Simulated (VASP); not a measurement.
# Fe (Im-3m) in VASP: notebook

The runs below take Fe through single point, with PBE.

Everything below comes from runs of VASP 6.6.1. Logs are shortened: lines on timing, memory, paths and dates and some standing lists are left out, and cuts for length are marked.

## Step 1: The cell of the first run

It takes space group Im-3m (No. 229, cubic). Conventional cell: a = 2.773 Å, b = 2.773 Å, c = 2.773 Å, α = 90.00°, β = 90.00°, γ = 90.00°. Within 3.2 Å of Fe (site symmetry m-3m) lie 14 Fe at 2.40 to 2.77 Å.

## Step 2: Single point, PBE

The input, INCAR:

```
  ALGO = Normal
  EDIFF = 1E-6
  ENCUT = 600
  GGA = PE
  GGA_COMPAT = F
  ISIF = 2
  ISMEAR = -1
  LASPH = T
  LCHARG = T
  LELF = T
  LREAL = F
  LVHAR = T
  LWAVE = F
  NBANDS = 10
  NELM = 120
  PREC = Accurate
  SIGMA = 0.06122561905347299
```

The input, KPOINTS:

```
k-points
0
Gamma
  12 12 12
```

The input, POSCAR:

```
Fe
1.0
   -1.3866036848      1.3866036848      1.3866036848
    1.3866036848     -1.3866036848      1.3866036848
    1.3866036848      1.3866036848     -1.3866036848
Fe
1
Direct
    0.0000000000      0.0000000000      0.0000000000
```

Potentials or basis: VASP PAW PBE potentials, release 64 (Fe).

On the command line:

```sh
$ cat potpaw_PBE.64/Fe/POTCAR > POTCAR
$ mpirun -np 1 vasp_std > vasp.out
```

OUTCAR:

```text
EDIFF = 1E-6
   ENCUT = 600
   GGA = PE
   ISIF = 2
   ISMEAR = -1
   LASPH = T
   LREAL = F
   NELM = 120
   PREC = Accurate

 ion  position               nearest neighbor table
   1  0.000  0.000  0.000-

  LATTYP: Found a body centered cubic cell.
 ALAT       =     2.7732073696

  Lattice vectors:

 A1 = (  -1.3866036848,   1.3866036848,   1.3866036848)
 A2 = (   1.3866036848,  -1.3866036848,   1.3866036848)
 A3 = (   1.3866036848,   1.3866036848,  -1.3866036848)

Analysis of symmetry for initial positions (statically):
=====================================================================
 Subroutine PRICEL returns:
 Original cell was already a primitive cell.

 Routine SETGRP: Setting up the symmetry group for a
 body centered cubic supercell.

 Subroutine GETGRP returns: Found 48 space group operations
 (whereof 48 operations were pure point group operations)
 out of a pool of 48 trial point group operations.

The static configuration has the point symmetry O_h .

Analysis of symmetry for dynamics (positions and initial velocities):
=====================================================================
 Subroutine PRICEL returns:
 Original cell was already a primitive cell.

 Routine SETGRP: Setting up the symmetry group for a
 body centered cubic supercell.

 Subroutine GETGRP returns: Found 48 space group operations
 (whereof 48 operations were pure point group operations)
 out of a pool of 48 trial point group operations.

The dynamic configuration has the point symmetry O_h .

 Subroutine INISYM returns: Found 48 space group operations
 (whereof 48 operations are pure point group operations),
 and found     1 'primitive' translations

----------------------------------------------------------------------------------------

                                     Primitive cell

  volume of cell :      10.6639

  direct lattice vectors                    reciprocal lattice vectors
    -1.386603685  1.386603685  1.386603685     0.000000000  0.360593301  0.360593301
     1.386603685 -1.386603685  1.386603685     0.360593301  0.000000000  0.360593301
     1.386603685  1.386603685 -1.386603685     0.360593301  0.360593301  0.000000000

  length of vectors
     2.401668032  2.401668032  2.401668032     0.509955937  0.509955937  0.509955937

  position of ions in fractional coordinates (direct lattice)
     0.000000000  0.000000000  0.000000000

[... 77 lines left out ...]
   EDIFFG = 0.1E-04   stopping-criterion for IOM
   NSW    =      0    number of steps for IOM
   IBRION =     -1    ionic relax: 0-MD 1-quasi-New 2-CG
   NFREE  =      0    steps in history (QN), initial steepest desc. (CG)
   ISIF   =      2    stress and relaxation
   ISYM   =      2    0-nonsym 1-usesym 2-fastsym
   POTIM  = 0.5000    time-step for ionic-motion
   TEBEG  =    0.0;   TEEND  =   0.0 temperature during run
   PSTRESS=    0.0 pullay stress
   NELECT =       8.0000    total number of electrons
   NUPDOWN=      -1.0000    fix difference up-down
   EMIN   =  10.00;   EMAX   =-10.00  energy-range for DOS
   EFERMI =   0.00;   METHOD = LEGACY
   ISMEAR =    -1;   SIGMA  =   0.06  broadening in eV -4-tet -1-fermi 0-gaus
   EFERMI_NEDOS =   21; number of points for ismear=-14 and -15
   IALGO  =     38    algorithm
   IMIX   =      4    mixing-type and parameters
     AMIX     =   0.40;   BMIX     =  1.00
     AMIX_MAG =   1.60;   BMIX_MAG =  1.00
  volume/ion in A,a.u.               =      10.66        71.96
  Fermi-wavevector in a.u.,A,eV,Ry     =   1.487530  2.811025 30.106241  2.212746
  Thomas-Fermi vector in A             =   2.600679
   LORBIT       =      0    0 simple, 1 ext, 2 COOP (PROOUT), +10 PAW based schemes
   GGA     = PE    functional components
   LHFCALC =     F    Hartree Fock is set to
   AEXX    =    0.0000 exact exchange contribution
   IVDW    =     0    specifies the selected vdW correction
   LEPSILON=     F    determine dielectric tensor
   LRPA    =     F    only Hartree local field effects (RPA)
 non-spin polarized calculation
  energy-cutoff  :      600.00
  volume of cell :       10.66
 maximum number of plane-waves:       370
   NGX =  9   NGY =  9   NGZ =  9

 number of electron       7.9999997 magnetization

 Free energy of the ion-electron system (eV)
  ---------------------------------------------------
  ext. energy  EPLUGINS =         0.00000000
  ---------------------------------------------------
  free energy    TOTEN  =        -7.78112698 eV

  energy without entropy =       -7.73884591  energy(sigma->0) =       -7.75998645

 E-fermi :   6.5522     XC(G=0): -13.5228

 val. band max:        6.5520986919   @ k =   0.1667   0.0833   0.0833
 cond. band min:       6.5556767448   @ k =   0.4167   0.0833   0.0833
 fundamental gap:      0.0035780530
 Fermi energy:         6.5521780173

 k-point     1 :       0.0000    0.0000    0.0000
  band No.  band energies     occupation
      1      -2.2441      2.00000
      2       4.8015      2.00000
      3       4.8015      2.00000
      4       4.8015      2.00000
      5       6.5040      1.37399
      6       6.5041      1.37398
      7      32.0438      0.00000
      8      32.0438      0.00000
      9      32.0438      0.00000
     10      37.7104      0.00000
[... 287 lines left out ...]
 k-point    24 :       0.4167    0.0833    0.0833
  band No.  band energies     occupation
      1       2.1617      2.00000
      2       3.4666      2.00000
      3       5.5503      2.00000
      4       6.5557      0.97144
      5       6.7573      0.06775
      6       9.8850      0.00000
      7      15.0060      0.00000
      8      23.0358      0.00000
      9      24.8460      0.00000
     10      34.1774      0.00000

 [... further k-points ...]

------------------------ aborting loop because EDIFF is reached ----------------------------------------

  FORCE on cell =-STRESS in cart. coord.  units (eV):
  Direction    XX          YY          ZZ          XY          YZ          ZX
  --------------------------------------------------------------------------------------
  -------------------------------------------------------------------------------------
  Total       -0.2957161     -0.2957161     -0.2957161     -0.0000000     -0.0000000     -0.0000000
  in kB      -44.4292043    -44.4292043    -44.4292043     -0.0000000     -0.0000000     -0.0000000
  external PRESSURE =     -44.4292043 kB  Pullay stress =       0.0000000 kB

 VOLUME and BASIS-vectors are now :
 -----------------------------------------------------------------------------
  energy-cutoff  :      600.00
  volume of cell :       10.66
      direct lattice vectors                 reciprocal lattice vectors
    -1.386603685  1.386603685  1.386603685     0.000000000  0.360593301  0.360593301
     1.386603685 -1.386603685  1.386603685     0.360593301  0.000000000  0.360593301
     1.386603685  1.386603685 -1.386603685     0.360593301  0.360593301  0.000000000

 POSITION                                       TOTAL-FORCE (eV/Angst)
 -----------------------------------------------------------------------------------
      0.00000      0.00000      0.00000         0.000000      0.000000      0.000000
 -----------------------------------------------------------------------------------
    total drift:                                0.000000     -0.000000      0.000000

  FREE ENERGIE OF THE ION-ELECTRON SYSTEM (eV)
  ---------------------------------------------------
  free  energy   TOTEN  =        -7.7811269842 eV

  energy  without entropy=       -7.7388459071  energy(sigma->0) =       -7.75998645
```

OSZICAR:

```text
N       E                     dE             d eps       ncg     rms          rms(c)
DAV:   1     0.206507215992E+02    0.20651E+02   -0.48994E+03  1488   0.119E+03
DAV:   2    -0.858257389259E+01   -0.29233E+02   -0.27889E+02  1446   0.143E+02
DAV:   3    -0.925374392552E+01   -0.67117E+00   -0.66604E+00  1576   0.269E+01
DAV:   4    -0.925665549793E+01   -0.29116E-02   -0.29111E-02  1544   0.165E+00
DAV:   5    -0.925667712684E+01   -0.21629E-04   -0.21628E-04  1558   0.135E-01    0.117E+01
DAV:   6    -0.789974629049E+01    0.13569E+01   -0.11952E+01  1552   0.541E+01    0.219E+00
DAV:   7    -0.779931693742E+01    0.10043E+00   -0.70820E-01  1578   0.126E+01    0.931E-01
DAV:   8    -0.778450555142E+01    0.14811E-01   -0.14076E-02  2146   0.122E+00    0.335E-01
DAV:   9    -0.778112562737E+01    0.33799E-02   -0.20151E-03  1704   0.332E-01    0.610E-02
DAV:  10    -0.778113352527E+01   -0.78979E-05   -0.96975E-06  1616   0.414E-02    0.304E-02
DAV:  11    -0.778112685120E+01    0.66741E-05   -0.31331E-07   868   0.665E-03    0.148E-03
DAV:  12    -0.778112698417E+01   -0.13297E-06   -0.10909E-08   744   0.135E-03
   1 F= -.77811270E+01 E0= -.77599864E+01  d E =-.422811E-01
```

stdout:

```text
POSCAR found type information on POSCAR Fe
 POSCAR found :  1 types and       1 ions
 scaLAPACK will be used
 LDA part: xc-table for (Slater+PW92), standard interpolation
 POSCAR, INCAR and KPOINTS ok, starting setup
 FFT: planning ... GRIDC
 FFT: planning ... GRID_SOFT
 FFT: planning ... GRID
 WAVECAR not read
 entering main loop
```

Wall time 16 s (1 thread of Intel Xeon 8259CL, shared host); peak memory 0.13 GiB.

What came out:

```
Free energy            : -7.7811 eV
Pressure               : -4.4 GPa
Band gap on the k mesh : zero (band 4 reaches 7.56 eV, above the bottom of band 5 at 5.46 eV)
```

Caveat: the run has no spin polarisation, though such a crystal can be magnetic. Spin polarisation is off, so any magnetic state and its effect on volume and gap are missing.

## Step 3: Single point, PBE

The input, INCAR:

```
SYSTEM = Fe
PREC = Accurate
ENCUT = 600
EDIFF = 1E-6
ISMEAR = -1
SIGMA = 0.06122561905347299
LREAL = .FALSE.
LASPH = .TRUE.
NELM = 120
ALGO = Normal
ISIF = 2
LWAVE = .FALSE.
LCHARG = .FALSE.
GGA = PE
NBANDS = 10
GGA_COMPAT = .FALSE.
```

The input, KPOINTS:

```
regular mesh
0
G
  12 12 12
  0 0 0
```

POSCAR is that of step 2.

Potentials or basis: VASP PAW PBE potentials, release 64 (Fe).

On the command line:

```sh
$ cat potpaw_PBE.64/Fe/POTCAR > POTCAR
$ mpirun -np 1 vasp_std > vasp.out
```

Wall time 16 s (1 thread of Intel Xeon 8259CL, shared host); peak memory 0.13 GiB.

Results (log left out):

- Free energy: -7.7811 eV
- Pressure: -4.4 GPa
- Band gap on the k mesh: zero (band 4 reaches 7.56 eV, above the bottom of band 5 at 5.46 eV)

Levels at points of the mesh, in eV from the Fermi level:
| k point | band 2 | band 3 | band 4 | band 5 | band 6 | band 7 |
| --- | --- | --- | --- | --- | --- | --- |
| (0.00, 0.00, 0.00) | -1.75 | -1.75 | -1.75 | -0.05 | -0.05 | 25.49 |
| (0.50, 0.00, 0.00) | -3.02 | -0.07 | 0.19 | 0.49 | 1.32 | 8.40 |
| (0.50, 0.50, 0.50) | -4.55 | 1.01 | 1.01 | 1.01 | 10.46 | 10.46 |

Caveat: the run has no spin polarisation, though such a crystal can be magnetic. Spin polarisation is off, so any magnetic state and its effect on volume and gap are missing.
